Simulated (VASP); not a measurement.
# HfC (Fm-3m) in VASP: elastic constants with PBE

Aim: the elastic constants of HfC with PBE.

Everything below comes from runs of VASP 6.6.1. Logs are shortened: lines on timing, memory, paths and dates and some standing lists are left out, and cuts for length are marked.

## (1) The cell of the first run

It takes space group Fm-3m (No. 225, cubic). Conventional cell: a = 4.651 Å, b = 4.651 Å, c = 4.651 Å, α = 90.00°, β = 90.00°, γ = 90.00°. Hf (site symmetry m-3m) has 6 C at 2.33 Å within 3.1 Å. Within 3.1 Å of C (site symmetry m-3m) lie 6 Hf at 2.33 Å.

## (2) Elastic constants, PBE

File INCAR:

```
SYSTEM = HfC
PREC     = Accurate       ! precision mode
ENCUT    = 600            ! plane-wave cutoff, eV
EDIFF    = 1E-8           ! SCF threshold, eV
ISMEAR   = 1              ! smearing method
SIGMA    = 0.1            ! smearing width, eV
LREAL    = .FALSE.        ! projectors in reciprocal space
LASPH    = .TRUE.         ! aspherical terms in the spheres
NELM     = 60             ! most SCF steps
ALGO     = Normal         ! electronic algorithm
ISIF     = 3              ! what is computed and relaxed
LWAVE    = .FALSE.        ! write WAVECAR
LCHARG   = .TRUE.         ! write CHGCAR
GGA      = PE             ! functional
IBRION   = 6              ! ionic algorithm
NFREE    = 2            
POTIM    = 0.015          ! step
NSW      = 1              ! ionic steps
```

File KPOINTS:

```
Automatic mesh
0
G
  16 16 16
  0 0 0
```

File POSCAR:

```
HfC
1.0
    0.0000000000      2.3256843997      2.3256843997
    2.3256843997      0.0000000000      2.3256843997
    2.3256843997      2.3256843997      0.0000000000
Hf C
1 1
Direct
    0.5000000000      0.5000000000      0.5000000000
    0.0000000000      0.0000000000      0.0000000000
```

Potentials or basis: VASP PAW PBE potentials, release 64 (Hf_pv, C).

Started as:

```console
cat potpaw_PBE.64/Hf_pv/POTCAR potpaw_PBE.64/C/POTCAR > POTCAR
mpirun -np 1 vasp_std > vasp.out
```

OUTCAR:

```text
SYSTEM = HfC
   PREC = Accurate
   ENCUT = 600
   EDIFF = 1E-8
   ISMEAR = 1
   LREAL = .FALSE.
   LASPH = .TRUE.
   NELM = 60
   ISIF = 3
   GGA = PE
   IBRION = 6
   NFREE = 2
   POTIM = 0.015
   NSW = 1

 ion  position               nearest neighbor table
   1  0.500  0.500  0.500-   2 2.33   2 2.33   2 2.33   2 2.33   2 2.33   2 2.33
   2  0.000  0.000  0.000-   1 2.33   1 2.33   1 2.33   1 2.33   1 2.33   1 2.33

  LATTYP: Found a face centered cubic cell.
 ALAT       =     4.6513687994

  Lattice vectors:

 A1 = (   0.0000000000,   2.3256843997,   2.3256843997)
 A2 = (   2.3256843997,   0.0000000000,   2.3256843997)
 A3 = (   2.3256843997,   2.3256843997,   0.0000000000)

Analysis of symmetry for initial positions (statically):
=====================================================================
 Subroutine PRICEL returns:
 Original cell was already a primitive cell.

 Routine SETGRP: Setting up the symmetry group for a
 face centered cubic supercell.

 Subroutine GETGRP returns: Found 48 space group operations
 (whereof 48 operations were pure point group operations)
 out of a pool of 48 trial point group operations.

The static configuration has the point symmetry O_h .

Analysis of symmetry for dynamics (positions and initial velocities):
=====================================================================
 Subroutine PRICEL returns:
 Original cell was already a primitive cell.

 Routine SETGRP: Setting up the symmetry group for a
 face centered cubic supercell.

 Subroutine GETGRP returns: Found 48 space group operations
 (whereof 48 operations were pure point group operations)
 out of a pool of 48 trial point group operations.

The dynamic configuration has the point symmetry O_h .

 Subroutine INISYM returns: Found 48 space group operations
 (whereof 48 operations are pure point group operations),
 and found     1 'primitive' translations

----------------------------------------------------------------------------------------

                                     Primitive cell

  volume of cell :      25.1584

  direct lattice vectors                    reciprocal lattice vectors
     0.000000000  2.325684400  2.325684400    -0.214990478  0.214990478  0.214990478
     2.325684400  0.000000000  2.325684400     0.214990478 -0.214990478  0.214990478
     2.325684400  2.325684400  0.000000000     0.214990478  0.214990478 -0.214990478

  length of vectors
     3.289014420  3.289014420  3.289014420     0.372374430  0.372374430  0.372374430

  position of ions in fractional coordinates (direct lattice)
     0.500000000  0.500000000  0.500000000
     0.000000000  0.000000000  0.000000000

  ion indices of the primitive-cell ions
   primitive index   ion index
                 1           1
                 2           2

----------------------------------------------------------------------------------------

 KPOINTS: Automatic mesh

Automatic generation of k-mesh.
 Grid dimensions read from file:
 generate k-points for:   16   16   16

 Generating k-lattice:

  Cartesian coordinates                     Fractional coordinates (reciprocal lattice)
    -0.013436905  0.013436905  0.013436905     0.062500000  0.000000000  0.000000000
     0.013436905 -0.013436905  0.013436905     0.000000000  0.062500000  0.000000000
     0.013436905  0.013436905 -0.013436905     0.000000000  0.000000000  0.062500000

  Length of vectors
     0.023273402  0.023273402  0.023273402

  Shift w.r.t. Gamma in fractional coordinates (k-lattice)
     0.000000000  0.000000000  0.000000000

 Subroutine IBZKPT returns following result:
 ===========================================

 Found    145 irreducible k-points:

 Following reciprocal coordinates:
            Coordinates               Weight
[... 67 lines left out ...]
   LORBIT       =      0    0 simple, 1 ext, 2 COOP (PROOUT), +10 PAW based schemes
   GGA     = PE    functional components
   LHFCALC =     F    Hartree Fock is set to
   AEXX    =    0.0000 exact exchange contribution
   IVDW    =     0    specifies the selected vdW correction
   LEPSILON=     F    determine dielectric tensor
   LRPA    =     F    only Hartree local field effects (RPA)
 finite differences with symmetry
 non-spin polarized calculation
 Methfessel and Paxton  Order N= 1 SIGMA  =   0.10
  energy-cutoff  :      600.00
  volume of cell :       25.16
 maximum number of plane-waves:       872
   NGX = 13   NGY = 13   NGZ = 13

--------------------------------------- Ionic step        1  -------------------------------------------

 number of electron      14.0000000 magnetization

 Free energy of the ion-electron system (eV)
  ---------------------------------------------------
  ext. energy  EPLUGINS =         0.00000000
  ---------------------------------------------------
  free energy    TOTEN  =       -21.04594645 eV

  energy without entropy =      -21.04534760  energy(sigma->0) =      -21.04574683

------------------------ aborting loop because EDIFF is reached ----------------------------------------

  FORCE on cell =-STRESS in cart. coord.  units (eV):
  Direction    XX          YY          ZZ          XY          YZ          ZX
  --------------------------------------------------------------------------------------
  -------------------------------------------------------------------------------------
  Total       -0.1123547     -0.1123547     -0.1123547      0.0000000      0.0000000      0.0000000
  in kB       -7.1551620     -7.1551620     -7.1551620      0.0000000      0.0000000      0.0000000
  external PRESSURE =      -7.1551620 kB  Pullay stress =       0.0000000 kB
[... 89 lines left out ...]
  FREE ENERGIE OF THE ION-ELECTRON SYSTEM (eV)
  ---------------------------------------------------
  free  energy   TOTEN  =       -21.0385179266 eV

  energy  without entropy=      -21.0381613476  energy(sigma->0) =      -21.03839907

[... ionic steps 4 to 14 ...]

--------------------------------------- Ionic step       15  -------------------------------------------

 number of electron      14.0000000 magnetization

------------------------ aborting loop because EDIFF is reached ----------------------------------------
[... 67 lines left out ...]
--------------------------------------- Ionic step       17  -------------------------------------------

 number of electron      14.0000001 magnetization

 Free energy of the ion-electron system (eV)
  ---------------------------------------------------
  ext. energy  EPLUGINS =         0.00000000
  ---------------------------------------------------
  free energy    TOTEN  =       -21.04511192 eV

  energy without entropy =      -21.04451009  energy(sigma->0) =      -21.04491131

 E-fermi :   5.9246     XC(G=0): -12.2806

 val. band max:        5.9231732045   @ k =   0.0625   0.0625   0.0000
 cond. band min:       5.9260616234   @ k =   0.0000   0.1250   0.1250
 fundamental gap:      0.0028884189
 Fermi energy:         5.9246335968

 k-point     1 :       0.0000    0.0000    0.0000
  band No.  band energies     occupation
      1     -23.6308      2.00000
      2     -23.6308      2.00000
      3     -23.6308      2.00000
      4      -6.3581      2.00000
      5       6.9253     -0.00000
      6       6.9253     -0.00000
      7       6.9402     -0.00000
      8       7.3372     -0.00000
      9       7.3589     -0.00000
     10       7.3589     -0.00000
     11       9.3344      0.00000
[... 309 lines left out ...]
 k-point    24 :      -0.0625    0.0625    0.0000
  band No.  band energies     occupation
      1     -23.6960      2.00000
      2     -23.6487      2.00000
      3     -23.6327      2.00000
      4      -6.0996      2.00000
      5       5.5524      2.00000
      6       5.8662      1.82618
      7       5.9775      0.22925
      8       7.4961     -0.00000
      9       8.1544      0.00000
     10       8.1551      0.00000
     11       9.9228      0.00000

 [... further k-points ...]

------------------------ aborting loop because EDIFF is reached ----------------------------------------

  FORCE on cell =-STRESS in cart. coord.  units (eV):
  Direction    XX          YY          ZZ          XY          YZ          ZX
  --------------------------------------------------------------------------------------
  -------------------------------------------------------------------------------------
  Total       -0.1045270     -0.1119695     -0.1119695      0.0000000     -0.0000000      0.0000000
  in kB       -6.6566673     -7.1306325     -7.1306325      0.0000000     -0.0000000      0.0000000
  external PRESSURE =      -6.9726441 kB  Pullay stress =       0.0000000 kB
[... 17 lines left out ...]
  FREE ENERGIE OF THE ION-ELECTRON SYSTEM (eV)
  ---------------------------------------------------
  free  energy   TOTEN  =       -21.0451119153 eV

  energy  without entropy=      -21.0445100941  energy(sigma->0) =      -21.04491131

 INTERNAL STRAIN TENSORS FROM STRAINED CELLS
 ============================================

 INTERNAL STRAIN TENSOR FOR ION    1 for displacements in x,y,z  (eV/Angst):
          X           Y           Z          XY          YZ          ZX
  --------------------------------------------------------------------------------
  x     0.00000     0.00000    -0.00000     0.00000    -0.00000     0.00000
  y    -0.00000     0.00000     0.00000     0.00000    -0.00000    -0.00000
  z     0.00000     0.00000     0.00000    -0.00000    -0.00000     0.00000

 INTERNAL STRAIN TENSORS FROM DISPLACED ATOMS
 ============================================

 INTERNAL STRAIN TENSOR FOR ION    1 for displacements in x,y,z  (eV/Angst):
          X           Y           Z          XY          YZ          ZX
  --------------------------------------------------------------------------------
  x     0.00000     0.00000     0.00000     0.00000     0.00000     0.00000
  y     0.00000     0.00000     0.00000     0.00000     0.00000     0.00000
  z     0.00000     0.00000     0.00000     0.00000     0.00000     0.00000

 INTERNAL STRAIN TENSOR FOR ION    2 for displacements in x,y,z  (eV/Angst):
          X           Y           Z          XY          YZ          ZX
  --------------------------------------------------------------------------------
  x     0.00000     0.00000     0.00000     0.00000     0.00000     0.00000
  y     0.00000     0.00000     0.00000     0.00000     0.00000     0.00000
  z     0.00000     0.00000     0.00000     0.00000     0.00000     0.00000

 Eigenvectors and eigenvalues of the dynamical matrix
 ----------------------------------------------------

   1 f  =   12.686578 THz    79.712120 2PiTHz  423.178691 cm-1    52.467447 meV
             X         Y         Z           dx          dy          dz
      2.325684  2.325684  2.325684     0.000000   -0.251153   -0.000000
      0.000000  0.000000  0.000000    -0.000000    0.967947   -0.000000
[... 21 lines left out ...]
   6 f/i=    0.000736 THz     0.004626 2PiTHz    0.024557 cm-1     0.003045 meV
             X         Y         Z           dx          dy          dz
      2.325684  2.325684  2.325684     0.160609   -0.751136   -0.589001
      0.000000  0.000000  0.000000     0.041673   -0.194897   -0.152828

--------------------------------------------------------------------------------------------------------

 ELASTIC MODULI CONTR FROM IONIC RELAXATION (kBar)
 Direction    XX          YY          ZZ          XY          YZ          ZX
 --------------------------------------------------------------------------------
 XX           0.0000      0.0000      0.0000      0.0000      0.0000      0.0000
 YY           0.0000      0.0000      0.0000      0.0000      0.0000      0.0000
 ZZ           0.0000      0.0000      0.0000      0.0000      0.0000      0.0000
 XY           0.0000      0.0000      0.0000      0.0000      0.0000      0.0000
 YZ           0.0000      0.0000      0.0000      0.0000      0.0000      0.0000
 ZX           0.0000      0.0000      0.0000      0.0000      0.0000      0.0000
 --------------------------------------------------------------------------------

 TOTAL ELASTIC MODULI (kBar)
 Direction    XX          YY          ZZ          XY          YZ          ZX
 --------------------------------------------------------------------------------
 XX        4934.9520   1092.8302   1092.8302      0.0000     -0.0000      0.0000
 YY        1092.8302   4934.9520   1092.8302      0.0000      0.0000     -0.0000
 ZZ        1092.8302   1092.8302   4934.9520      0.0000      0.0000      0.0000
 XY           0.0000      0.0000      0.0000   1612.0667      0.0000      0.0000
 YZ          -0.0000      0.0000      0.0000      0.0000   1612.0667      0.0000
 ZX           0.0000     -0.0000      0.0000      0.0000      0.0000   1612.0667
 --------------------------------------------------------------------------------
```

It took 19 min on 1 thread of Intel Xeon 6975P-C (Granite Rapids), shared host; peak memory 0.75 GiB.

Results:

| Quantity | Value |
| --- | --- |
| Elastic constants C11, C12, C44 | 493, 109, 161 GPa |
| Voigt bulk modulus | 237 GPa |
| Highest phonon frequency at Γ | 423 cm⁻¹ |

Phonon frequencies in cm⁻¹ (negative: imaginary):
| q point | frequencies |
| --- | --- |
| (0.000, 0.000, 0.000) | 0 0 0 423 423 423 |

Elastic tensor in Voigt notation (GPa, in the Cartesian axes of the cell as first typed):
```
493 109 109   0   0   0
109 493 109   0   0   0
109 109 493   0   0   0
  0   0   0 161   0   0
  0   0   0   0 161   0
  0   0   0   0   0 161
```

Clamped-ion elastic tensor (GPa):
```
493 109 109   0   0   0
109 493 109   0   0   0
109 109 493   0   0   0
  0   0   0 161   0   0
  0   0   0   0 161   0
  0   0   0   0   0 161
```

Caveat: spin-orbit coupling is left out, which moves the levels of the heavy elements.
